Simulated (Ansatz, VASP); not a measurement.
RbBr: VASP beside Ansatz

```
CELL_PARAMETERS angstrom
4.12425 0.00000 0.00000
0.00000 4.12425 0.00000
0.00000 0.00000 4.12425
ATOMIC_POSITIONS crystal
Rb 0.00000 0.00000 0.00000
Br 0.50000 0.50000 0.50000
```

Alike in both runs: task single point; functional PBE; k mesh 4 × 4 × 4; occupations gaussian, width 0.2 eV; no spin polarisation.

```csv
,VASP,Ansatz
version,VASP 6.6.1,Ansatz 0.2.0
potentials or method,"VASP PAW PBE potentials, release 64 (Rb_sv, Br)",plane waves
plane-wave cutoff (eV),500,420
valence electrons in the cell,16,16
```

```csv
,VASP,Ansatz,Ansatz less VASP
gap on the k mesh at the Fermi level (eV),4.08,4.09,+0.002
pressure (GPa),0.9,0.8,-0.03
```
